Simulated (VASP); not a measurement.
Input of a VASP 6.6.1 run:

INCAR

```
PREC = Accurate
ENCUT = 520
EDIFF = 1E-6
ISMEAR = 0
SIGMA = 0.1
LREAL = F
LASPH = T
NELM = 100
ALGO = Normal
ISIF = 2
LWAVE = F
LCHARG = F
GGA = PE
NBANDS = 30
```

Contents of KPOINTS:

```
regular mesh
0
Gamma
  4 4 4
```

Contents of POSCAR:

```
Ba3Mo
1.0
    0.0000000000      3.9113570700      3.9113570700
    3.9113570700      0.0000000000      3.9113570700
    3.9113570700      3.9113570700      0.0000000000
Ba Mo
3 1
Direct
    0.2500000000      0.2500000000      0.2500000000
    0.7500000000      0.7500000000      0.7500000000
    0.5000000000      0.5000000000      0.5000000000
    0.0000000000      0.0000000000      0.0000000000
```

Potentials or basis: VASP PAW PBE potentials, release 64 (Ba_sv, Mo_sv).

Command:

```sh
$ cat potpaw_PBE.64/Ba_sv/POTCAR potpaw_PBE.64/Mo_sv/POTCAR > POTCAR
$ mpirun -np 1 vasp_std > vasp.out
```

Task: Estimate the pressure.

Result: 6.9 GPa.

Task: Estimate the band gap on the k mesh.

Result: Zero (band 22 reaches 5.27 eV, above the bottom of band 23 at 4.74 eV).

Caveat: spin-orbit coupling is left out, which moves the levels of the heavy elements.
